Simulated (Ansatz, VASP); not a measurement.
One calculation of Ru, two programs

```xyz
2
Lattice="0.0000 2.6593 2.6593 2.6593 0.0000 2.6593 2.6593 2.6593 0.0000" Properties=species:S:1:pos:R:3 pbc="T T T"
Ru    0.6648    0.6648    0.6648
Ru    4.6538    4.6538    4.6538
```

Alike in both runs: task single point; functional PBEsol; k mesh 11 × 11 × 11; occupations fermi-dirac, width 0.1 eV; no spin polarisation.

```csv
,VASP,Ansatz
version,VASP 6.6.1,Ansatz 0.2.0
potentials or method,"VASP PAW PBE potentials, release 64 (Ru_pv), cutoff 500 eV","plane waves (420 eV) with PAW, scalar-relativistic"
valence electrons in the cell,28,32
```

|  | VASP | Ansatz | Ansatz less VASP |
| --- | --- | --- | --- |
| pressure (GPa) | 8.6 | 8.2 | -0.39 |

VASP's potentials were made for PBE, not for PBEsol, and Ansatz warns of the same on its side. VASP's potentials hold 28 valence electrons a cell and Ansatz's 32, so a difference there can come from the potentials and not from the codes.
